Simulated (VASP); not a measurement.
The system is Sc2Ru.

```
Sc Ru
1.0
     0.00000    2.93365    2.93365
     2.93365    0.00000    2.93365
     2.93365    2.93365    0.00000
Sc Ru
2 1
Direct
  0.25000 0.25000 0.25000
  0.75000 0.75000 0.75000
  0.00000 0.00000 0.00000
```

- Program: VASP 6.6.1
- Task: relaxation of cell and atoms
- Functional: PBE
- Potentials or basis: VASP PAW PBE potentials, release 64 (Sc_sv, Ru_pv)
- Cutoff: 600 eV
- k mesh: 6 × 6 × 6
- Occupations: gaussian, width 0.1 eV
- Spin: no spin polarisation

At the start: pressure 33.6 GPa; volume 16.83 Å³/atom.

Where does the relaxation end?

Over 4 steps the energy falls by 394.2 meV/atom and the volume is 21.39 Å³/atom (+27.1 %); space group Fm-3m (No. 225, to 0.05 Å).

Step by step:
```csv
step,energy change (eV),largest force (eV/Å),pressure (GPa),volume (Å³)
1,0.0000,0.0000,33.62,50.50
2,-0.3319,0.0000,-13.32,80.96
3,-1.1816,0.0000,-0.65,64.55
4,-1.1826,0.0000,-0.15,64.18
```

Final structure:
```
Sc Ru
1.0
     0.00000    3.17778    3.17778
     3.17778    0.00000    3.17778
     3.17778    3.17778    0.00000
Sc Ru
2 1
Direct
  0.25000 0.25000 0.25000
  0.75000 0.75000 0.75000
  0.00000 0.00000 0.00000
```

Caveat: the volume moved by over 15 % at a fixed basis, so the end points are rough.
